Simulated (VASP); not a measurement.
Input of a VASP 6.6.1 run:

INCAR

```
SYSTEM = Au
PREC = Accurate ; ENCUT = 520
EDIFF = 1E-6 ; ISMEAR = -1
SIGMA = 0.1 ; LREAL = .False.
LASPH = .True. ; NELM = 100
ALGO = Normal ; ISIF = 2
LWAVE = .False. ; LCHARG = .False.
GGA = PE ; NBANDS = 24
```

KPOINTS

```
regular mesh
0
Gamma
  9 9 13
  0 0 0
```

File POSCAR:

```
Au
1.0
    4.8021350934      0.0000000000      0.0000000000
   -2.4010675467      4.1587709832      0.0000000000
    0.0000000000      0.0000000000      2.8689026415
Au
3
Direct
    1.0000000000      1.0000000000      0.0000000000
    0.3333333333      0.6666666667      0.5000000000
    0.6666666667      0.3333333333      0.5000000000
```

Potentials or basis: VASP PAW PBE potentials, release 64 (Au).

Command:

```sh
$ cat potpaw_PBE.64/Au/POTCAR > POTCAR
$ mpirun -np 1 vasp_std > vasp.out
```

(1) What does it give for the pressure?

## Answers

(1) -4.8 GPa.
